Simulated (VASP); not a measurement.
Input of a VASP 6.6.1 run:

INCAR

```
PREC = Accurate ; ENCUT = 500
EDIFF = 1E-6 ; ISMEAR = 0
SIGMA = 0.1 ; LREAL = F
LASPH = T ; NELM = 120
ALGO = Normal ; ISIF = 2
LWAVE = F ; LCHARG = T
GGA = PE ; LELF = T
LVHAR = T ; NBANDS = 20
GGA_COMPAT = F
```

The input KPOINTS:

```
regular mesh
0
Gamma
  4 4 4
```

File POSCAR:

```
SiB6
1.0
    4.1339657417      0.0000000000      0.0000000000
    0.0000000000      4.1339657417      0.0000000000
    0.0000000000      0.0000000000      4.1339657417
Si B
1 6
Direct
    0.0000000000      0.0000000000      0.0000000000
    0.2004363442      0.5000000000      0.5000000000
    0.5000000000      0.2004363442      0.5000000000
    0.7995636558      0.5000000000      0.5000000000
    0.5000000000      0.7995636558      0.5000000000
    0.5000000000      0.5000000000      0.2004363442
    0.5000000000      0.5000000000      0.7995636558
```

Potentials or basis: VASP PAW PBE potentials, release 64 (Si, B).

Launch:

```bash
$ cat potpaw_PBE.64/Si/POTCAR potpaw_PBE.64/B/POTCAR > POTCAR
$ mpirun -np 1 vasp_std > vasp.out
```

Question: Estimate the pressure.

Answer: 0.0 GPa.

Question: Predict the largest force.

Answer: 0.030 eV/Å.

Forces on the atoms (eV/Å):
```
Si   0.000  0.000  0.000
B   -0.030  0.000  0.000
B    0.000 -0.030  0.000
B    0.030  0.000  0.000
B    0.000  0.030  0.000
B    0.000  0.000 -0.030
B    0.000  0.000  0.030
```
